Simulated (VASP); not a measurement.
# GaN (P6_3mc) in VASP: further runs

GaN is run at these levels: PBE; tasks: single point.

Program: VASP 6.6.1. These are calculated values, not measurements. Logs are shortened: lines on timing, memory, paths and dates and some standing lists are left out, and cuts for length are marked.

### 1 The cell of the first run

The structure is hexagonal, space group P6_3mc (No. 186). The conventional cell has a = 3.347 Å, b = 3.347 Å, c = 5.151 Å, α = 90.00°, β = 90.00°, γ = 120.00°. Within 2.6 Å of Ga (site symmetry 3m) lie 4 N at 1.98 to 2.02 Å. N (site symmetry 3m) has 4 Ga at 1.98 to 2.02 Å within 2.6 Å.

### 2 Single point, PBE (biaxial strain in the a-b plane: +4.0 %, then relaxed in part)

Contents of INCAR:

```
PREC = Accurate
ENCUT = 520
EDIFF = 1E-6
ISMEAR = 0
SIGMA = 0.02
LREAL = False
LASPH = True
NELM = 100
ALGO = Normal
ISIF = 2
LWAVE = False
LCHARG = True
GGA = PE
LELF = True
LVHAR = True
NBANDS = 26
```

Contents of KPOINTS:

```
Automatic mesh
0
Gamma
  12 12 6
```

Contents of POSCAR:

```
GaN
1.0
    3.3471056504      0.0000000000      0.0000000000
   -1.6735528252      2.8986785224      0.0000000000
    0.0000000000      0.0000000000      5.1509421993
Ga N
2 2
Direct
    0.6666666667      0.3333333333      0.4951384776
    0.3333333333      0.6666666667      0.9951384776
    0.6666666667      0.3333333333      0.8798615224
    0.3333333333      0.6666666667      0.3798615224
```

Potentials or basis: VASP PAW PBE potentials, release 64 (Ga_d, N).

Launch:

```bash
> cat potpaw_PBE.64/Ga_d/POTCAR potpaw_PBE.64/N/POTCAR > POTCAR
> mpirun -np 1 vasp_std > vasp.out
```

OUTCAR:

```text
PREC = Accurate
   ENCUT = 520
   EDIFF = 1E-6
   ISMEAR = 0
   LREAL = False
   LASPH = True
   NELM = 100
   ISIF = 2
   GGA = PE

 ion  position               nearest neighbor table
   1  0.667  0.333  0.495-   3 1.98   4 2.02   4 2.02   4 2.02
   2  0.333  0.667  0.995-   4 1.98   3 2.02   3 2.02   3 2.02
   3  0.667  0.333  0.880-   1 1.98   2 2.02   2 2.02   2 2.02
   4  0.333  0.667  0.380-   2 1.98   1 2.02   1 2.02   1 2.02

  LATTYP: Found a hexagonal cell.
 ALAT       =     3.3471056504
 C/A-ratio  =     1.5389242938

  Lattice vectors:

 A1 = (   3.3471056504,   0.0000000000,   0.0000000000)
 A2 = (  -1.6735528252,   2.8986785224,   0.0000000000)
 A3 = (   0.0000000000,   0.0000000000,   5.1509421993)

Analysis of symmetry for initial positions (statically):
=====================================================================
 Subroutine PRICEL returns:
 Original cell was already a primitive cell.

 Routine SETGRP: Setting up the symmetry group for a
 hexagonal supercell.

 Subroutine GETGRP returns: Found 12 space group operations
 (whereof  6 operations were pure point group operations)
 out of a pool of 24 trial point group operations.

The static configuration has the point symmetry C_3v.
 The point group associated with its full space group is C_6v.

Analysis of symmetry for dynamics (positions and initial velocities):
=====================================================================
 Subroutine PRICEL returns:
 Original cell was already a primitive cell.

 Routine SETGRP: Setting up the symmetry group for a
 hexagonal supercell.

 Subroutine GETGRP returns: Found 12 space group operations
 (whereof  6 operations were pure point group operations)
 out of a pool of 24 trial point group operations.

The dynamic configuration has the point symmetry C_3v.
 The point group associated with its full space group is C_6v.

 Subroutine INISYM returns: Found 12 space group operations
 (whereof  6 operations are pure point group operations),
 and found     1 'primitive' translations

----------------------------------------------------------------------------------------

                                     Primitive cell

  volume of cell :      49.9754

  direct lattice vectors                    reciprocal lattice vectors
     3.347105650  0.000000000  0.000000000     0.298765592  0.172492395  0.000000000
    -1.673552825  2.898678522  0.000000000     0.000000000  0.344984790  0.000000000
     0.000000000  0.000000000  5.150942199     0.000000000  0.000000000  0.194139239

  length of vectors
     3.347105650  3.347105650  5.150942199     0.344984790  0.344984790  0.194139239

  position of ions in fractional coordinates (direct lattice)
     0.666666667  0.333333333  0.495138478
     0.333333333  0.666666667  0.995138478
     0.666666667  0.333333333  0.879861522
     0.333333333  0.666666667  0.379861522

  ion indices of the primitive-cell ions
   primitive index   ion index
                 1           1
                 2           2
                 3           3
                 4           4

----------------------------------------------------------------------------------------

 KPOINTS: Automatic mesh

Automatic generation of k-mesh.
 Grid dimensions read from file:
 generate k-points for:   12   12    6

 Generating k-lattice:

  Cartesian coordinates                     Fractional coordinates (reciprocal lattice)
     0.024897133  0.014374366  0.000000000     0.083333333  0.000000000  0.000000000
     0.000000000  0.028748732  0.000000000     0.000000000  0.083333333  0.000000000
     0.000000000  0.000000000  0.032356540     0.000000000  0.000000000  0.166666667

  Length of vectors
     0.028748732  0.028748732  0.032356540

  Shift w.r.t. Gamma in fractional coordinates (k-lattice)
     0.000000000  0.000000000  0.000000000

 Subroutine IBZKPT returns following result:
 ===========================================

 Found     76 irreducible k-points:

 Following reciprocal coordinates:
            Coordinates               Weight
  0.000000  0.000000  0.000000      1.000000
  0.083333  0.000000  0.000000      6.000000
  0.166667  0.000000  0.000000      6.000000
  0.250000  0.000000  0.000000      6.000000
  0.333333  0.000000  0.000000      6.000000
  0.416667  0.000000  0.000000      6.000000
[... 16 lines left out ...]
  0.250000  0.000000  0.166667     12.000000
  0.333333  0.000000  0.166667     12.000000
 [... further k-points ...]
   k-points           NKPTS =     76   k-points in BZ     NKDIM =     76   number of bands    NBANDS=     26
   number of dos      NEDOS =    301   number of ions     NIONS =      4
   total plane-waves  NPLWV =  31360
   dimension x,y,z NGX =    28 NGY =   28 NGZ =   40
   dimension x,y,z NGXF=    56 NGYF=   56 NGZF=   80
   ions per type =               2   2
   NGX,Y,Z   is equivalent  to a cutoff of  13.91, 13.91, 12.91 a.u.
   NGXF,Y,Z  is equivalent  to a cutoff of  27.81, 27.81, 25.82 a.u.
 SYSTEM =  unknown system
   PREC   = accura    normal or accurate (medium, high low for compatibility)
   ISTART =      0    job   : 0-new  1-cont  2-samecut
   ICHARG =      2    charge: 1-file 2-atom 10-const
   ISPIN  =      1    spin polarized calculation?
   LNONCOLLINEAR =      F non collinear calculations
   LSORBIT =      F    spin-orbit coupling
   LASPH  =      T    aspherical Exc in radial PAW
   ENCUT  =  520.0 eV  38.22 Ry    6.18 a.u.   6.22  6.22  9.58*2*pi/ulx,y,z
   NELM   =    100;   NELMIN=  2; NELMDL= -5     # of ELM steps
   EDIFF  = 0.1E-05   stopping-criterion for ELM
   LREAL  =      F    real-space projection
   EDIFFG = 0.1E-04   stopping-criterion for IOM
   NSW    =      0    number of steps for IOM
   IBRION =     -1    ionic relax: 0-MD 1-quasi-New 2-CG
   NFREE  =      0    steps in history (QN), initial steepest desc. (CG)
   ISIF   =      2    stress and relaxation
   ISYM   =      2    0-nonsym 1-usesym 2-fastsym
   POTIM  = 0.5000    time-step for ionic-motion
   TEBEG  =    0.0;   TEEND  =   0.0 temperature during run
   PSTRESS=    0.0 pullay stress
   NELECT =      36.0000    total number of electrons
   NUPDOWN=      -1.0000    fix difference up-down
   EMIN   =  10.00;   EMAX   =-10.00  energy-range for DOS
   EFERMI =   0.00;   METHOD = LEGACY
   ISMEAR =     0;   SIGMA  =   0.02  broadening in eV -4-tet -1-fermi 0-gaus
   EFERMI_NEDOS =   21; number of points for ismear=-14 and -15
   IALGO  =     38    algorithm
   IMIX   =      4    mixing-type and parameters
     AMIX     =   0.40;   BMIX     =  1.00
     AMIX_MAG =   1.60;   BMIX_MAG =  1.00
  volume/ion in A,a.u.               =      12.49        84.31
  Fermi-wavevector in a.u.,A,eV,Ry     =   1.467541  2.773251 29.302554  2.153677
  Thomas-Fermi vector in A             =   2.583146
   LORBIT       =      0    0 simple, 1 ext, 2 COOP (PROOUT), +10 PAW based schemes
   GGA     = PE    functional components
   LHFCALC =     F    Hartree Fock is set to
   AEXX    =    0.0000 exact exchange contribution
   IVDW    =     0    specifies the selected vdW correction
   LEPSILON=     F    determine dielectric tensor
   LRPA    =     F    only Hartree local field effects (RPA)
 non-spin polarized calculation
 Gauss-broadening in eV      SIGMA  =   0.02
  energy-cutoff  :      520.00
  volume of cell :       49.98
 maximum number of plane-waves:      1363
 NGX is ok and might be reduce to    28
   NGX = 13   NGY = 13   NGZ = 19

 number of electron      36.0000002 magnetization

 Free energy of the ion-electron system (eV)
  ---------------------------------------------------
  ext. energy  EPLUGINS =         0.00000000
  ---------------------------------------------------
  free energy    TOTEN  =       -24.16059100 eV

  energy without entropy =      -24.16059100  energy(sigma->0) =      -24.16059100

 E-fermi :   4.6770     XC(G=0): -11.1944

 val. band max:        4.5261639386   @ k =   0.0000   0.0000   0.0000
 cond. band min:       5.7289527338   @ k =   0.0000   0.0000   0.0000
 fundamental gap:      1.2027887952
 Fermi energy:         4.6770460671

 k-point     1 :       0.0000    0.0000    0.0000
  band No.  band energies     occupation
      1     -10.8615      2.00000
      2     -10.2412      2.00000
      3      -9.0017      2.00000
      4      -8.9985      2.00000
      5      -8.9985      2.00000
      6      -8.9473      2.00000
[... 18 lines left out ...]
     25      15.1465      0.00000
     26      15.4642      0.00000

 k-point     2 :       0.0833    0.0000    0.0000
  band No.  band energies     occupation
      1     -10.8093      2.00000
      2     -10.2314      2.00000
      3      -8.9964      2.00000
      4      -8.9918      2.00000
      5      -8.9734      2.00000
      6      -8.9413      2.00000
[... 18 lines left out ...]
     25      15.2973      0.00000
     26      15.4921      0.00000

 k-point     3 :       0.1667    0.0000    0.0000
  band No.  band energies     occupation
      1     -10.6714      2.00000
      2     -10.2079      2.00000
      3      -8.9787      2.00000
      4      -8.9760      2.00000
      5      -8.9305      2.00000
      6      -8.9116      2.00000
[... 18 lines left out ...]
     25      15.4512      0.00000
     26      15.6664      0.00000

 k-point     4 :       0.2500    0.0000    0.0000
  band No.  band energies     occupation
      1     -10.5008      2.00000
      2     -10.1827      2.00000
      3      -8.9618      2.00000
      4      -8.9612      2.00000
      5      -8.9032      2.00000
      6      -8.8763      2.00000
[... 18 lines left out ...]
     25      15.2259      0.00000
     26      16.1183      0.00000
[... 496 lines left out ...]
      1     -10.6090      2.00000
      2     -10.2100      2.00000
      3      -8.9801      2.00000
      4      -8.9742      2.00000
      5      -8.9362      2.00000
      6      -8.9180      2.00000
[... 18 lines left out ...]
     25      14.8462      0.00000
     26      15.4468      0.00000

 k-point    23 :       0.2500    0.0000    0.1667
  band No.  band energies     occupation
      1     -10.4522      2.00000
      2     -10.1806      2.00000
      3      -8.9651      2.00000
      4      -8.9565      2.00000
      5      -8.9149      2.00000
      6      -8.8826      2.00000
[... 18 lines left out ...]
     25      14.9117      0.00000
     26      15.9512      0.00000

 k-point    24 :       0.3333    0.0000    0.1667
  band No.  band energies     occupation
      1     -10.3260      2.00000
      2     -10.1594      2.00000
      3      -8.9585      2.00000
      4      -8.9467      2.00000
      5      -8.8963      2.00000
      6      -8.8482      2.00000
[... 18 lines left out ...]
     25      15.1109      0.00000
     26      16.5031      0.00000

 [... further k-points ...]
[... 5 lines left out ...]
  --------------------------------------------------------------------------------------
  -------------------------------------------------------------------------------------
  Total       -4.1436375     -4.1436375      0.0834426      0.0000000      0.0000000      0.0000000
  in kB     -132.8422398   -132.8422398      2.6751138      0.0000000      0.0000000      0.0000000
  external PRESSURE =     -87.6697886 kB  Pullay stress =       0.0000000 kB

 VOLUME and BASIS-vectors are now :
 -----------------------------------------------------------------------------
  energy-cutoff  :      520.00
  volume of cell :       49.98
      direct lattice vectors                 reciprocal lattice vectors
     3.347105650  0.000000000  0.000000000     0.298765592  0.172492395  0.000000000
    -1.673552825  2.898678522  0.000000000     0.000000000  0.344984790  0.000000000
     0.000000000  0.000000000  5.150942199     0.000000000  0.000000000  0.194139239

 POSITION                                       TOTAL-FORCE (eV/Angst)
 -----------------------------------------------------------------------------------
      1.67355      0.96623      2.55043         0.000000      0.000000      0.002200
     -0.00000      1.93245      5.12590        -0.000000      0.000000      0.002200
      1.67355      0.96623      4.53212        -0.000000     -0.000000     -0.002200
     -0.00000      1.93245      1.95664         0.000000      0.000000     -0.002200
 -----------------------------------------------------------------------------------
    total drift:                               -0.000000     -0.000000     -0.000389

  FREE ENERGIE OF THE ION-ELECTRON SYSTEM (eV)
  ---------------------------------------------------
  free  energy   TOTEN  =       -24.1605910018 eV

  energy  without entropy=      -24.1605910018  energy(sigma->0) =      -24.16059100
```

It took 50 s on 1 thread of AMD EPYC 9R45 (Zen 5), shared host; peak memory 0.19 GiB.

Results:

```yaml
Free_energy: -24.1606 eV
Pressure: -8.8 GPa
Band_gap_on_the_k_mesh: 1.20 eV, direct
```

Forces on the atoms (eV/Å):
```
Ga   0.000  0.000  0.002
Ga   0.000  0.000  0.002
N    0.000  0.000 -0.002
N    0.000  0.000 -0.002
```

Caveat: the cell differs from its parent crystal (biaxial strain in the a-b plane: +4.0 %, then relaxed in part).

### 3 Single point, PBE (biaxial strain in the a-b plane: +6.0 %)

Contents of INCAR:

```
PREC     = Accurate       # precision mode
ENCUT    = 520            # plane-wave cutoff, eV
EDIFF    = 1E-6           # SCF threshold, eV
ISMEAR   = 0              # smearing method
SIGMA    = 0.02           # smearing width, eV
LREAL    = False          # projectors in reciprocal space
LASPH    = True           # aspherical terms in the spheres
NELM     = 100            # most SCF steps
ALGO     = Normal         # electronic algorithm
ISIF     = 2              # what is computed and relaxed
LWAVE    = False          # write WAVECAR
LCHARG   = False          # write CHGCAR
GGA      = PE             # functional
NBANDS   = 26             # bands
```

Contents of KPOINTS:

```
regular mesh
0
Gamma
  12 12 6
```

Contents of POSCAR:

```
GaN
1.0
    3.4114730668      0.0000000000      0.0000000000
   -1.7057365334      2.9544223402      0.0000000000
    0.0000000000      0.0000000000      5.0544143570
Ga N
2 2
Direct
    0.6666666667      0.3333333333      0.4951384776
    0.3333333333      0.6666666667      0.9951384776
    0.6666666667      0.3333333333      0.8798615224
    0.3333333333      0.6666666667      0.3798615224
```

Potentials or basis: VASP PAW PBE potentials, release 64 (Ga_d, N).

Launch:

```bash
> cat potpaw_PBE.64/Ga_d/POTCAR potpaw_PBE.64/N/POTCAR > POTCAR
> mpirun -np 1 vasp_std > vasp.out
```

Run time: 47 s. Hardware: 1 thread of AMD EPYC 9R45 (Zen 5), shared host; peak memory 0.19 GiB.

The run converged. Its results:

```yaml
Free_energy: -23.9554 eV
Pressure: -10.3 GPa
Largest_force: 0.297 eV/Å
Band_gap_on_the_k_mesh: 1.04 eV, direct
```

Forces on the atoms (eV/Å):
```
Ga   0.000  0.000 -0.297
Ga   0.000  0.000 -0.297
N    0.000  0.000  0.297
N    0.000  0.000  0.297
```

Stress tensor (GPa, compression positive):
```
-18.08   0.00   0.00
  0.00 -18.08   0.00
  0.00   0.00   5.12
```

Levels at points of the mesh, in eV from the valence-band top:
| k point | band 16 | band 17 | band 18 | band 19 | band 20 | band 21 |
| --- | --- | --- | --- | --- | --- | --- |
| (0.00, 0.00, 0.00) | -0.22 | -0.22 | 0.00 | 1.04 | 2.56 | 8.43 |
| (0.50, 0.00, 0.00) | -2.86 | -2.03 | -0.93 | 3.96 | 4.70 | 6.34 |
| (0.00, 0.00, 0.50) | -0.83 | -0.83 | -0.83 | 3.18 | 3.18 | 8.19 |
| (0.50, 0.00, 0.50) | -1.98 | -1.46 | -1.46 | 4.03 | 4.03 | 7.12 |

Caveat: the cell differs from its parent crystal (biaxial strain in the a-b plane: +6.0 %).

### 4 Single point, PBE (biaxial strain in the a-b plane: +6.0 %, then relaxed in part)

Contents of INCAR:

```
PREC = Accurate
ENCUT = 520
EDIFF = 1E-7
ISMEAR = 0
SIGMA = 0.02
LREAL = F
LASPH = T
NELM = 80
ALGO = Normal
ISIF = 2
LWAVE = F
LCHARG = F
GGA = PE
NBANDS = 26
```

Contents of KPOINTS:

```
Automatic mesh
0
Gamma
  12 12 6
```

Contents of POSCAR:

```
GaN
1.0
    3.4114730668      0.0000000000      0.0000000000
   -1.7057365334      2.9544223402      0.0000000000
    0.0000000000      0.0000000000      5.1053397817
Ga N
2 2
Direct
    0.6666666667      0.3333333333      0.4934748403
    0.3333333333      0.6666666667      0.9934748403
    0.6666666667      0.3333333333      0.8815251597
    0.3333333333      0.6666666667      0.3815251597
```

Launch:

```bash
> cat potpaw_PBE.64/Ga_d/POTCAR potpaw_PBE.64/N/POTCAR > POTCAR
> mpirun -np 1 vasp_std > vasp.out
```

Wall time 54 s (1 thread of AMD EPYC 9R45 (Zen 5), shared host); peak memory 0.19 GiB.

It converged, with:

| Quantity | Value |
| --- | --- |
| Free energy | -23.9687 eV |
| Pressure | -12.1 GPa |
| Band gap on the k mesh | 0.95 eV, direct |

Forces on the atoms (eV/Å):
```
Ga   0.000  0.000  0.002
Ga   0.000  0.000  0.002
N    0.000  0.000 -0.002
N    0.000  0.000 -0.002
```

Stress tensor (GPa, compression positive):
```
-18.28   0.00   0.00
  0.00 -18.28   0.00
  0.00   0.00   0.23
```

Levels at points of the mesh, in eV from the valence-band top:
| k point | band 14 | band 15 | band 16 | band 17 | band 18 | band 19 | band 20 | band 21 | band 22 | band 23 |
| --- | --- | --- | --- | --- | --- | --- | --- | --- | --- | --- |
| (0.00, 0.00, 0.00) | -1.40 | -1.40 | -0.27 | -0.27 | 0.00 | 0.95 | 2.51 | 8.41 | 8.41 | 8.94 |
| (0.50, 0.00, 0.00) | -4.86 | -3.81 | -2.84 | -1.98 | -1.01 | 3.94 | 4.60 | 6.24 | 7.59 | 9.66 |
| (0.00, 0.00, 0.50) | -3.46 | -0.85 | -0.85 | -0.85 | -0.85 | 3.10 | 3.10 | 8.00 | 8.00 | 8.91 |
| (0.50, 0.00, 0.50) | -6.22 | -2.01 | -2.01 | -1.48 | -1.48 | 3.96 | 3.96 | 6.96 | 6.96 | 9.07 |

Caveat: the cell differs from its parent crystal (biaxial strain in the a-b plane: +6.0 %, then relaxed in part).

### 5 Single point, PBE

This run uses another cell than the first one, of 11.76 Å³/atom, 0.941 times its volume.

Contents of INCAR:

```
SYSTEM = GaN
PREC     = Accurate       ! precision mode
ENCUT    = 520            ! plane-wave cutoff, eV
EDIFF    = 1E-7           ! SCF threshold, eV
ISMEAR   = 0              ! smearing method
SIGMA    = 0.02           ! smearing width, eV
LREAL    = .FALSE.        ! projectors in reciprocal space
LASPH    = .TRUE.         ! aspherical terms in the spheres
NELM     = 60             ! most SCF steps
ALGO     = Normal         ! electronic algorithm
ISIF     = 2              ! what is computed and relaxed
LWAVE    = .FALSE.        ! write WAVECAR
LCHARG   = .FALSE.        ! write CHGCAR
GGA      = PE             ! functional
NBANDS   = 26             ! bands
```

Contents of KPOINTS:

```
regular mesh
0
G
  12 12 6
  0 0 0
```

Contents of POSCAR:

```
GaN
1.0
    3.2183708173      0.0000000000      0.0000000000
   -1.6091854087      2.7871908866      0.0000000000
    0.0000000000      0.0000000000      5.2431684262
Ga N
2 2
Direct
    0.6666666667      0.3333333333      0.4991348648
    0.3333333333      0.6666666667      0.9991348648
    0.6666666667      0.3333333333      0.8758651352
    0.3333333333      0.6666666667      0.3758651352
```

Launch:

```bash
> cat potpaw_PBE.64/Ga_d/POTCAR potpaw_PBE.64/N/POTCAR > POTCAR
> mpirun -np 1 vasp_std > vasp.out
```

Run time: 1.7 min. Hardware: 1 thread of AMD EPYC 7R43 (Zen 3), shared host; peak memory 0.16 GiB.

It converged, with:

```yaml
Free_energy: -24.3279 eV
Pressure: 0.1 GPa
Band_gap_on_the_k_mesh: 1.72 eV, direct
```

Levels at points of the mesh, in eV from the valence-band top:
```tsv
k point	band 16	band 17	band 18	band 19	band 20	band 21
(0.00, 0.00, 0.00)	-0.04	0.00	0.00	1.72	4.07	9.02
(0.50, 0.00, 0.00)	-2.64	-2.11	-0.96	4.98	5.37	5.98
(0.00, 0.00, 0.50)	-0.51	-0.51	-0.51	4.06	4.06	8.31
(0.50, 0.00, 0.50)	-1.87	-1.83	-1.83	4.31	4.31	7.58
```

### 6 Overview

```tsv
cell	gap on the mesh (eV)	pressure (GPa)
a = 3.347, b = 3.347, c = 5.151 Å, angles 90.0, 90.0, 120.0°, 4 atoms	1.20	-8.8
a = 3.411, b = 3.411, c = 5.054 Å, angles 90.0, 90.0, 120.0°, 4 atoms	1.04	-10.3
a = 3.411, b = 3.411, c = 5.105 Å, angles 90.0, 90.0, 120.0°, 4 atoms	0.95	-12.1
a = 3.218, b = 3.218, c = 5.243 Å, angles 90.0, 90.0, 120.0°, 4 atoms	1.72	0.1
```

Alike in all rows: task single point; level PBE; potentials or basis VASP PAW PBE potentials, release 64 (Ga_d, N); no spin polarisation; k mesh 12 × 12 × 6; cutoff (eV) 520; smearing gaussian 0.02 eV.

Total energies depend on the potentials used, so only differences within one code and one set of settings carry meaning.
